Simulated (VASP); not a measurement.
Input of a VASP 6.6.1 run:

Contents of INCAR:

```
SYSTEM = Be5Te2
PREC = Accurate ; ENCUT = 520
EDIFF = 1E-6 ; ISMEAR = 0
SIGMA = 0.2 ; LREAL = .False.
LASPH = .True. ; NELM = 60
ALGO = Normal ; ISIF = 2
LWAVE = .False. ; LCHARG = .False.
GGA = PE ; NBANDS = 20
```

File KPOINTS:

```
regular mesh
0
Gamma
  5 5 2
  0 0 0
```

POSCAR

```
Be5Te2
1.0
    3.8279416791      0.0000000000      0.0000000000
   -1.9139708396      3.3150947383      0.0000000000
    0.0000000000      0.0000000000      9.2147960111
Be Te
5 2
Direct
    0.0000000000      0.0000000000      0.0004504245
    0.0000000000      0.0000000000      0.7622835380
    0.6666666667      0.3333333333     -0.0493951614
    0.3333333333      0.6666666667     -0.0047980511
    0.6666666667      0.3333333333      0.3786650930
    0.3333333333      0.6666666667      0.2827293628
    0.6666666667      0.3333333333      0.6500647943
```

Potentials or basis: VASP PAW PBE potentials, release 64 (Be, Te).

Command:

```bash
$ cat potpaw_PBE.64/Be/POTCAR potpaw_PBE.64/Te/POTCAR > POTCAR
$ mpirun -np 1 vasp_std > vasp.out
```

Task: Predict the largest force.

Result: 0.052 eV/Å.

Task: What does it give for the pressure?

Result: 0.1 GPa.

Task: What does it give for the band gap on the k mesh?

Result: Zero (band 11 reaches 7.32 eV, above the bottom of band 12 at 5.87 eV).

Forces on the atoms (eV/Å):
```
Be   0.000  0.000 -0.035
Be   0.000  0.000  0.048
Be   0.000  0.000 -0.023
Be   0.000  0.000  0.023
Be   0.000  0.000  0.030
Te   0.000  0.000  0.009
Te   0.000  0.000 -0.052
```

Caveat: the k points lie up to 0.38 Å⁻¹ apart; spin-orbit coupling is left out, which moves the levels of the heavy elements.
